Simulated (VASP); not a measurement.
# WSe2 in VASP: notebook

WSe2 is run at these levels: PBE+D3(BJ); tasks: single point.

Program: VASP 6.6.1. These are calculated values, not measurements. Logs are shortened: lines on timing, memory, paths and dates and some standing lists are left out, and cuts for length are marked.

### Step 1. The cell of the first run

The cell holds a slab with vacuum, 3 atoms: a = 3.198 Å, b = 3.198 Å, c = 32.737 Å, α = 90.00°, β = 90.00°, γ = 120.00°.

### Step 2. Single point, PBE+D3(BJ)

Contents of INCAR:

```
SYSTEM = WSe2
ALGO = Normal ; DIPOL = 0.5 0.5 0.500
EDIFF = 1E-6 ; ENCUT = 520
GGA = PE ; IDIPOL = 3
ISIF = 2 ; ISMEAR = 0
IVDW = 12 ; LASPH = .True.
LCHARG = .False. ; LDIPOL = .True.
LREAL = .False. ; LWAVE = .False.
NBANDS = 20 ; NELM = 100
PREC = Accurate ; SIGMA = 0.02
```

Contents of KPOINTS:

```
k-points
0
Gamma
  9 9 1
  0 0 0
```

Contents of POSCAR:

```
WSe2
1.0
    3.1980000000      0.0000000000      0.0000000000
   -1.5990000000      2.7695492413      0.0000000000
    0.0000000000      0.0000000000     32.7373831004
Se W
2 1
Direct
    0.3333333333      0.6666666667      0.4512178480
    0.3333333333      0.6666666667      0.5487821520
    0.6666666667      0.3333333333      0.5000000000
```

Potentials or basis: VASP PAW PBE potentials, release 64 (Se, W_sv).

Run with:

```
$ cat potpaw_PBE.64/Se/POTCAR potpaw_PBE.64/W_sv/POTCAR > POTCAR
$ mpirun -np 1 vasp_std > vasp.out
```

OUTCAR:

```text
SYSTEM = WSe2
   EDIFF = 1E-6
   ENCUT = 520
   GGA = PE
   ISIF = 2
   ISMEAR = 0
   IVDW = 12
   LASPH = .True.
   LREAL = .False.
   NELM = 100
   PREC = Accurate
 IVDW          = 12

 ion  position               nearest neighbor table
   1  0.333  0.667  0.451-   3 2.44   3 2.44   3 2.44
   2  0.333  0.667  0.549-   3 2.44   3 2.44   3 2.44
   3  0.667  0.333  0.500-   1 2.44   2 2.44   1 2.44   2 2.44   1 2.44   2 2.44

  LATTYP: Found a hexagonal cell.
 ALAT       =     3.1980000000
 C/A-ratio  =    10.2368302378

  Lattice vectors:

 A1 = (   3.1980000000,   0.0000000000,   0.0000000000)
 A2 = (  -1.5990000000,   2.7695492413,   0.0000000000)
 A3 = (   0.0000000000,   0.0000000000,  32.7373831004)

Analysis of symmetry for initial positions (statically):
=====================================================================
 Subroutine PRICEL returns:
 Original cell was already a primitive cell.

 Routine SETGRP: Setting up the symmetry group for a
 hexagonal supercell.

 Subroutine GETGRP returns: Found 12 space group operations
 (whereof 12 operations were pure point group operations)
 out of a pool of 24 trial point group operations.

The static configuration has the point symmetry D_3h.

Analysis of symmetry for dynamics (positions and initial velocities):
=====================================================================
 Subroutine PRICEL returns:
 Original cell was already a primitive cell.

 Routine SETGRP: Setting up the symmetry group for a
 hexagonal supercell.

 Subroutine GETGRP returns: Found 12 space group operations
 (whereof 12 operations were pure point group operations)
 out of a pool of 24 trial point group operations.

The dynamic configuration has the point symmetry D_3h.

 Subroutine INISYM returns: Found 12 space group operations
 (whereof 12 operations are pure point group operations),
 and found     1 'primitive' translations

----------------------------------------------------------------------------------------

                                     Primitive cell

  volume of cell :     289.9556

  direct lattice vectors                    reciprocal lattice vectors
     3.198000000  0.000000000  0.000000000     0.312695435  0.180534793  0.000000000
    -1.599000000  2.769549241  0.000000000     0.000000000  0.361069587  0.000000000
     0.000000000  0.000000000 32.737383100     0.000000000  0.000000000  0.030546119

  length of vectors
     3.198000000  3.198000000 32.737383100     0.361069587  0.361069587  0.030546119

  position of ions in fractional coordinates (direct lattice)
     0.333333333  0.666666667  0.451217848
     0.333333333  0.666666667  0.548782152
     0.666666667  0.333333333  0.500000000

  ion indices of the primitive-cell ions
   primitive index   ion index
                 1           1
                 2           2
                 3           3

----------------------------------------------------------------------------------------

 KPOINTS: k-points

Automatic generation of k-mesh.
 Grid dimensions read from file:
 generate k-points for:    9    9    1

 Generating k-lattice:

  Cartesian coordinates                     Fractional coordinates (reciprocal lattice)
     0.034743937  0.020059421  0.000000000     0.111111111  0.000000000  0.000000000
     0.000000000  0.040118843  0.000000000     0.000000000  0.111111111  0.000000000
     0.000000000  0.000000000  0.030546119     0.000000000  0.000000000  1.000000000

  Length of vectors
     0.040118843  0.040118843  0.030546119

  Shift w.r.t. Gamma in fractional coordinates (k-lattice)
     0.000000000  0.000000000  0.000000000

 Subroutine IBZKPT returns following result:
 ===========================================

 Found     12 irreducible k-points:

 Following reciprocal coordinates:
            Coordinates               Weight
  0.000000  0.000000  0.000000      1.000000
  0.111111  0.000000  0.000000      6.000000
  0.222222 -0.000000  0.000000      6.000000
  0.333333  0.000000  0.000000      6.000000
  0.444444 -0.000000  0.000000      6.000000
  0.111111  0.111111  0.000000      6.000000
  0.222222  0.111111  0.000000     12.000000
  0.333333  0.111111  0.000000     12.000000
  0.444444  0.111111  0.000000      6.000000
  0.222222  0.222222  0.000000      6.000000
  0.333333  0.222222  0.000000     12.000000
  0.333333  0.333333  0.000000      2.000000
   k-points           NKPTS =     12   k-points in BZ     NKDIM =     12   number of bands    NBANDS=     20
   number of dos      NEDOS =    301   number of ions     NIONS =      3
   total plane-waves  NPLWV = 144000
   dimension x,y,z NGX =    24 NGY =   24 NGZ =  250
   dimension x,y,z NGXF=    48 NGYF=   48 NGZF=  500
   ions per type =               2   1
   NGX,Y,Z   is equivalent  to a cutoff of  12.48, 12.48, 12.70 a.u.
   NGXF,Y,Z  is equivalent  to a cutoff of  24.95, 24.95, 25.39 a.u.
 SYSTEM =  WSe2
   PREC   = accura    normal or accurate (medium, high low for compatibility)
   ISTART =      0    job   : 0-new  1-cont  2-samecut
   ICHARG =      2    charge: 1-file 2-atom 10-const
   ISPIN  =      1    spin polarized calculation?
   LNONCOLLINEAR =      F non collinear calculations
   LSORBIT =      F    spin-orbit coupling
   LASPH  =      T    aspherical Exc in radial PAW
   ENCUT  =  520.0 eV  38.22 Ry    6.18 a.u.   5.95  5.95 60.87*2*pi/ulx,y,z
   NELM   =    100;   NELMIN=  2; NELMDL= -5     # of ELM steps
   EDIFF  = 0.1E-05   stopping-criterion for ELM
   LREAL  =      F    real-space projection
   EDIFFG = 0.1E-04   stopping-criterion for IOM
   NSW    =      0    number of steps for IOM
   IBRION =     -1    ionic relax: 0-MD 1-quasi-New 2-CG
   NFREE  =      0    steps in history (QN), initial steepest desc. (CG)
   ISIF   =      2    stress and relaxation
   ISYM   =      2    0-nonsym 1-usesym 2-fastsym
   POTIM  = 0.5000    time-step for ionic-motion
   TEBEG  =    0.0;   TEEND  =   0.0 temperature during run
   PSTRESS=    0.0 pullay stress
   NELECT =      26.0000    total number of electrons
   NUPDOWN=      -1.0000    fix difference up-down
   EMIN   =  10.00;   EMAX   =-10.00  energy-range for DOS
   EFERMI =   0.00;   METHOD = LEGACY
   ISMEAR =     0;   SIGMA  =   0.02  broadening in eV -4-tet -1-fermi 0-gaus
   EFERMI_NEDOS =   21; number of points for ismear=-14 and -15
   IALGO  =     38    algorithm
   IMIX   =      4    mixing-type and parameters
     AMIX     =   0.40;   BMIX     =  1.00
     AMIX_MAG =   1.60;   BMIX_MAG =  1.00
  volume/ion in A,a.u.               =      96.65       652.24
  Fermi-wavevector in a.u.,A,eV,Ry     =   0.732749  1.384695  7.305262  0.536922
  Thomas-Fermi vector in A             =   1.825289
   LORBIT       =      0    0 simple, 1 ext, 2 COOP (PROOUT), +10 PAW based schemes
   GGA     = PE    functional components
   LHFCALC =     F    Hartree Fock is set to
   AEXX    =    0.0000 exact exchange contribution
   IVDW    =    12    specifies the selected vdW correction
   LEPSILON=     F    determine dielectric tensor
   LRPA    =     F    only Hartree local field effects (RPA)
 non-spin polarized calculation
 Gauss-broadening in eV      SIGMA  =   0.02
  energy-cutoff  :      520.00
  volume of cell :      289.96
 maximum number of plane-waves:      7890
 NGX is ok and might be reduce to    24
   NGX = 11   NGY = 11   NGZ =121

 dipolmoment           0.000000      0.000000      0.000000 electrons x Angstroem

 number of electron      26.0000004 magnetization

 dipolmoment           0.000000      0.000000     -0.000000 electrons x Angstroem

 Free energy of the ion-electron system (eV)
  ---------------------------------------------------
  ext. energy  EPLUGINS =         0.00000000
  ---------------------------------------------------
  free energy    TOTEN  =       -21.15921782 eV

  energy without entropy =      -21.15921782  energy(sigma->0) =      -21.15921782

 E-fermi :  -2.7102     XC(G=0):  -2.5045

 val. band max:       -2.8704540649   @ k =   0.3333   0.3333   0.0000
 cond. band min:      -1.1107990341   @ k =   0.3333   0.3333   0.0000
 fundamental gap:      1.7596550307
 Fermi energy:        -2.7101662331

 k-point     1 :       0.0000    0.0000    0.0000
  band No.  band energies     occupation
      1     -76.6084      2.00000
      2     -40.9794      2.00000
      3     -40.7804      2.00000
      4     -40.7804      2.00000
      5     -18.2913      2.00000
      6     -16.6424      2.00000
[... 12 lines left out ...]
     19       1.9249      0.00000
     20       2.3345      0.00000

 k-point     2 :       0.1111    0.0000    0.0000
  band No.  band energies     occupation
      1     -76.6064      2.00000
      2     -40.9711      2.00000
      3     -40.8208      2.00000
      4     -40.7897      2.00000
      5     -18.0755      2.00000
      6     -16.5496      2.00000
[... 12 lines left out ...]
     19       2.1817      0.00000
     20       2.5935      0.00000

 k-point     3 :       0.2222   -0.0000    0.0000
  band No.  band energies     occupation
      1     -76.6015      2.00000
      2     -40.9502      2.00000
      3     -40.9219      2.00000
      4     -40.8129      2.00000
      5     -17.4805      2.00000
      6     -16.2950      2.00000
[... 12 lines left out ...]
     19       2.8990      0.00000
     20       3.3141      0.00000

 k-point     4 :       0.3333    0.0000    0.0000
  band No.  band energies     occupation
      1     -76.5959      2.00000
      2     -41.0345      2.00000
      3     -40.9263      2.00000
      4     -40.8392      2.00000
      5     -16.6779      2.00000
      6     -15.9616      2.00000
[... 153 lines left out ...]
 k-point    11 :       0.3333    0.2222    0.0000
  band No.  band energies     occupation
      1     -76.5907      2.00000
      2     -41.0673      2.00000
      3     -40.9373      2.00000
      4     -40.9038      2.00000
      5     -15.7518      2.00000
      6     -15.5606      2.00000
[... 12 lines left out ...]
     19       5.0830      0.00000
     20       5.6781      0.00000

 k-point    12 :       0.3333    0.3333    0.0000
  band No.  band energies     occupation
      1     -76.5897      2.00000
      2     -41.0357      2.00000
      3     -40.9935      2.00000
      4     -40.8997      2.00000
      5     -15.5629      2.00000
      6     -15.4692      2.00000
[... 12 lines left out ...]
     19       3.9895      0.00000
     20       6.1212      0.00000

------------------------ aborting loop because EDIFF is reached ----------------------------------------

 vacuum level on the upper side and lower side of the slab       (xc-potential included)        -0.129        -0.129

 Edisp (eV)   -1.09069

 E8    (eV) :    -0.5187

  FORCE on cell =-STRESS in cart. coord.  units (eV):
  Direction    XX          YY          ZZ          XY          YZ          ZX
  --------------------------------------------------------------------------------------
  -------------------------------------------------------------------------------------
  Total       5.90191     5.90191     8.26679     0.00000    -0.00000     0.00000
  in kB      32.61158    32.61158    45.67894     0.00000    -0.00000     0.00000
  external pressure =       36.97 kB  Pullay stress =        0.00 kB

 VOLUME and BASIS-vectors are now :
 -----------------------------------------------------------------------------
  energy-cutoff  :      520.00
  volume of cell :      289.96
      direct lattice vectors                 reciprocal lattice vectors
     3.198000000  0.000000000  0.000000000     0.312695435  0.180534793  0.000000000
    -1.599000000  2.769549241  0.000000000     0.000000000  0.361069587  0.000000000
     0.000000000  0.000000000 32.737383100     0.000000000  0.000000000  0.030546119

 POSITION                                       TOTAL-FORCE (eV/Angst)
 -----------------------------------------------------------------------------------
     -0.00000      1.84637     14.77169        -0.000000      0.000000     -2.591964
     -0.00000      1.84637     17.96569        -0.000000     -0.000000      2.591964
      1.59900      0.92318     16.36869         0.000000      0.000000      0.000000
 -----------------------------------------------------------------------------------
    total drift:                               -0.000000      0.000000      0.000000

  FREE ENERGIE OF THE ION-ELECTRON SYSTEM (eV)
  ---------------------------------------------------
  free  energy   TOTEN  =       -22.2499030183 eV

  energy  without entropy=      -22.2499030183  energy(sigma->0) =      -22.24990302

 vacuum level on the upper side and lower side of the slab         2.245         2.245
```

It took 51 s on 1 thread of Intel Xeon 6975P-C (Granite Rapids), shared host; peak memory 0.41 GiB.

What came out:

```
Free energy                : -22.2499 eV
Largest force              : 2.592 eV/Å
Band gap on the k mesh     : 1.76 eV, direct
Dispersion energy per atom : -0.364 eV
```

Forces in eV/Å, atoms in the order of the input:
```
Se   0.000  0.000 -2.592
Se   0.000  0.000  2.592
W    0.000  0.000  0.000
```

Caveat: spin-orbit coupling is left out, which moves the levels of the heavy elements.

[end of part 1 of 2]
